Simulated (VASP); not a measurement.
Runs of VASP 6.6.1 on Sn. The structure is that of space group Im-3m (No. 229), or close to it. The cells are those of the table. 

| cell | gap on the mesh (eV) | pressure (GPa) |
| --- | --- | --- |
| a = 3.215 Å, angles 109.5°, 1 atom | none | 1.6 |
| a = 3.303 Å, angles 109.5°, 1 atom | none | -2.5 |
| a = 3.346 Å, angles 109.5°, 1 atom | none | (b) |
| a = 3.325 Å, angles 109.5°, 1 atom | none | -3.3 |
| a = 3.260 Å, angles 109.5°, 1 atom | none | (a) |
| a = 3.237 Å, angles 109.5°, 1 atom | none | 0.4 |
| a = 3.282 Å, angles 109.5°, 1 atom | none | -1.6 |

Alike in all rows: task single point; level PBEsol; potentials or basis VASP PAW PBE potentials, release 64 (Sn_d); no spin polarisation; k mesh 11 × 11 × 11; cutoff (eV) 520; smearing methfessel-paxton 0.1 eV.

**Question.** Fill in the values left out.

**Answer.** (a) -0.7; (b) -4.0.

Caveats: the PAW data sets were made with another functional, which shifts forces and pressure a little; spin-orbit coupling is left out, which moves the levels of the heavy elements.

A k mesh can miss the band edges, and the runs leave out spin-orbit coupling on Sn.

A gap of «none» marks levels without a gap at the run's occupations.
